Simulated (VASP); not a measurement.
# BN (P-1) in VASP: single point with PBE

Aim: the single point of BN with PBE.

Everything below comes from runs of VASP 6.6.1. Logs are shortened: lines on timing, memory, paths and dates and some standing lists are left out, and cuts for length are marked.

### 1 The cell of the first run

The typed cell holds 4 atoms: a = 2.505 Å, b = 2.537 Å, c = 6.663 Å, α = 90.62°, β = 91.71°, γ = 121.27°.

### 2 Single point, PBE (equal xy, yz and zx shear strains of -3 %)

INCAR

```
SYSTEM = BN
PREC = Accurate
ENCUT = 520
EDIFF = 1E-6
ISMEAR = -1
SIGMA = 0.02
LREAL = .FALSE.
LASPH = .TRUE.
NELM = 100
ALGO = Normal
ISIF = 2
LWAVE = .FALSE.
LCHARG = .TRUE.
GGA = PE
LELF = .TRUE.
LVHAR = .TRUE.
NBANDS = 16
```

KPOINTS

```
regular mesh
0
G
  11 11 4
  0 0 0
```

POSCAR

```
BN
1.0
    2.5039917043     -0.0375598756     -0.0375598756
   -1.2845236586      2.1873003646     -0.0137478686
   -0.0999180000     -0.0999180000      6.6612000000
B N
2 2
Direct
    0.3333333333      0.6666666667      0.2500000000
    0.6666666667      0.3333333333      0.7500000000
    0.3333333333      0.6666666667      0.7500000000
    0.6666666667      0.3333333333      0.2500000000
```

Potentials or basis: VASP PAW PBE potentials, release 64 (B, N).

Launch:

```sh
$ cat potpaw_PBE.64/B/POTCAR potpaw_PBE.64/N/POTCAR > POTCAR
$ mpirun -np 1 vasp_std > vasp.out
```

OUTCAR:

```text
SYSTEM = BN
   PREC = Accurate
   ENCUT = 520
   EDIFF = 1E-6
   ISMEAR = -1
   LREAL = .FALSE.
   LASPH = .TRUE.
   NELM = 100
   ISIF = 2
   GGA = PE

 ion  position               nearest neighbor table
   1  0.333  0.667  0.250-   4 1.43   4 1.45   4 1.46
   2  0.667  0.333  0.750-   3 1.43   3 1.45   3 1.46
   3  0.333  0.667  0.750-   2 1.43   2 1.45   2 1.46
   4  0.667  0.333  0.250-   1 1.43   1 1.45   1 1.46

  LATTYP: Found a triclinic cell.
 ALAT       =     2.4720677517
 B/A-ratio  =     1.0131417463
 C/A-ratio  =     2.6951925556
 COS(alpha) =     0.0297616073
 COS(beta)  =     0.0411893908
 COS(gamma) =     0.4804578458

  Lattice vectors:

 A1 = (   1.2194680457,   2.1497404890,  -0.0513077442)
 A2 = (   2.5039917043,  -0.0375598756,  -0.0375598756)
 A3 = (   0.0999180000,   0.0999180000,  -6.6612000000)

Analysis of symmetry for initial positions (statically):
=====================================================================
 Subroutine PRICEL returns:
 Original cell was already a primitive cell.

 Routine SETGRP: Setting up the symmetry group for a
 triclinic supercell.

 Subroutine GETGRP returns: Found  2 space group operations
 (whereof  2 operations were pure point group operations)
 out of a pool of  2 trial point group operations.

The static configuration has the point symmetry S_2 .

Analysis of symmetry for dynamics (positions and initial velocities):
=====================================================================
 Subroutine PRICEL returns:
 Original cell was already a primitive cell.

 Routine SETGRP: Setting up the symmetry group for a
 triclinic supercell.

 Subroutine GETGRP returns: Found  2 space group operations
 (whereof  2 operations were pure point group operations)
 out of a pool of  2 trial point group operations.

The dynamic configuration has the point symmetry S_2 .

 Subroutine INISYM returns: Found  2 space group operations
 (whereof  2 operations are pure point group operations),
 and found     1 'primitive' translations

----------------------------------------------------------------------------------------

                                     Primitive cell
[... 85 lines left out ...]
 SYSTEM =  BN
   PREC   = accura    normal or accurate (medium, high low for compatibility)
   ISTART =      0    job   : 0-new  1-cont  2-samecut
   ICHARG =      2    charge: 1-file 2-atom 10-const
   ISPIN  =      1    spin polarized calculation?
   LNONCOLLINEAR =      F non collinear calculations
   LSORBIT =      F    spin-orbit coupling
   LASPH  =      T    aspherical Exc in radial PAW
   ENCUT  =  520.0 eV  38.22 Ry    6.18 a.u.   4.66  4.72 12.39*2*pi/ulx,y,z
   NELM   =    100;   NELMIN=  2; NELMDL= -5     # of ELM steps
   EDIFF  = 0.1E-05   stopping-criterion for ELM
   LREAL  =      F    real-space projection
   EDIFFG = 0.1E-04   stopping-criterion for IOM
   NSW    =      0    number of steps for IOM
   IBRION =     -1    ionic relax: 0-MD 1-quasi-New 2-CG
   NFREE  =      0    steps in history (QN), initial steepest desc. (CG)
   ISIF   =      2    stress and relaxation
   ISYM   =      2    0-nonsym 1-usesym 2-fastsym
   POTIM  = 0.5000    time-step for ionic-motion
   TEBEG  =    0.0;   TEEND  =   0.0 temperature during run
   PSTRESS=    0.0 pullay stress
   NELECT =      16.0000    total number of electrons
   NUPDOWN=      -1.0000    fix difference up-down
   EMIN   =  10.00;   EMAX   =-10.00  energy-range for DOS
   EFERMI =   0.00;   METHOD = LEGACY
   ISMEAR =    -1;   SIGMA  =   0.02  broadening in eV -4-tet -1-fermi 0-gaus
   EFERMI_NEDOS =   21; number of points for ismear=-14 and -15
   IALGO  =     38    algorithm
   IMIX   =      4    mixing-type and parameters
     AMIX     =   0.40;   BMIX     =  1.00
     AMIX_MAG =   1.60;   BMIX_MAG =  1.00
  volume/ion in A,a.u.               =       9.04        60.98
  Fermi-wavevector in a.u.,A,eV,Ry     =   1.247663  2.357741 21.179682  1.556663
  Thomas-Fermi vector in A             =   2.381785
   LORBIT       =      0    0 simple, 1 ext, 2 COOP (PROOUT), +10 PAW based schemes
   GGA     = PE    functional components
   LHFCALC =     F    Hartree Fock is set to
   AEXX    =    0.0000 exact exchange contribution
   IVDW    =     0    specifies the selected vdW correction
   LEPSILON=     F    determine dielectric tensor
   LRPA    =     F    only Hartree local field effects (RPA)
 non-spin polarized calculation
  energy-cutoff  :      520.00
  volume of cell :       36.15
 maximum number of plane-waves:       987
   NGX =  9   NGY =  9   NGZ = 25

 number of electron      15.9999997 magnetization

 Free energy of the ion-electron system (eV)
  ---------------------------------------------------
  ext. energy  EPLUGINS =         0.00000000
  ---------------------------------------------------
  free energy    TOTEN  =       -35.11593991 eV

  energy without entropy =      -35.11593991  energy(sigma->0) =      -35.11593991

 E-fermi :   2.7880     XC(G=0): -10.0540

 val. band max:        2.2913954272   @ k =   0.3636   0.2727   0.0000
 cond. band min:       6.5198314158   @ k =   0.4545   0.4545   0.0000
 fundamental gap:      4.2284359886
 Fermi energy:         2.7880168792

 k-point     1 :       0.0000    0.0000    0.0000
  band No.  band energies     occupation
      1     -15.5436      2.00000
      2     -15.2549      2.00000
      3      -3.9494      2.00000
      4      -1.8493      2.00000
      5       0.8551      2.00000
      6       0.8924      2.00000
[... 433 lines left out ...]
      3      -5.0073      2.00000
      4      -4.9774      2.00000
      5      -3.0599      2.00000
      6      -3.0003      2.00000
[... 8 lines left out ...]
     15      17.3068      0.00000
     16      19.3615      0.00000

 [... further k-points ...]
[... 5 lines left out ...]
  --------------------------------------------------------------------------------------
  -------------------------------------------------------------------------------------
  Total        0.9057064      0.8997028      0.6252334      2.5187463     -0.0117702     -0.0118309
  in kB       40.1462801     39.8801660     27.7140523    111.6457781     -0.5217250     -0.5244169
  external PRESSURE =      35.9134995 kB  Pullay stress =       0.0000000 kB

 VOLUME and BASIS-vectors are now :
 -----------------------------------------------------------------------------
  energy-cutoff  :      520.00
  volume of cell :       36.15
      direct lattice vectors                 reciprocal lattice vectors
     2.503991704 -0.037559876 -0.037559876     0.403057732  0.236761783  0.009597293
    -1.284523659  2.187300365 -0.013747869     0.007025706  0.461354686  0.007025706
    -0.099918000 -0.099918000  6.661200000     0.002287184  0.002287183  0.150191716

 POSITION                                       TOTAL-FORCE (eV/Angst)
 -----------------------------------------------------------------------------------
     -0.04666      1.42070      1.64361         0.375408      0.027183     -0.007169
      1.16621      0.62912      4.96628        -0.375408     -0.027183      0.007169
     -0.09662      1.37074      4.97421         0.382206      0.027266     -0.005530
      1.21617      0.67908      1.63568        -0.382206     -0.027266      0.005530
 -----------------------------------------------------------------------------------
    total drift:                                0.000000     -0.000000     -0.000000

  FREE ENERGIE OF THE ION-ELECTRON SYSTEM (eV)
  ---------------------------------------------------
  free  energy   TOTEN  =       -35.1159399117 eV

  energy  without entropy=      -35.1159399117  energy(sigma->0) =      -35.11593991
```

stdout:

```text
POSCAR found type information on POSCAR B N
 POSCAR found :  2 types and       4 ions
 scaLAPACK will be used
 LDA part: xc-table for (Slater+PW92), standard interpolation
 POSCAR, INCAR and KPOINTS ok, starting setup
 FFT: planning ... GRIDC
 FFT: planning ... GRID_SOFT
 FFT: planning ... GRID
 WAVECAR not read
 entering main loop
```

Run time: 77 s. Hardware: 1 thread of AMD EPYC 9R45 (Zen 5), shared host; peak memory 0.2 GiB.

Results:

* Free energy: -35.1159 eV
* Pressure: 3.6 GPa
* Largest force: 0.383 eV/Å
* Band gap on the k mesh: 4.23 eV, indirect (least direct gap 4.53 eV)

Forces on the atoms (eV/Å):
```
B    0.375  0.027 -0.007
B   -0.375 -0.027  0.007
N    0.382  0.027 -0.006
N   -0.382 -0.027  0.006
```

Caveat: the cell differs from its parent crystal (equal xy, yz and zx shear strains of -3 %).
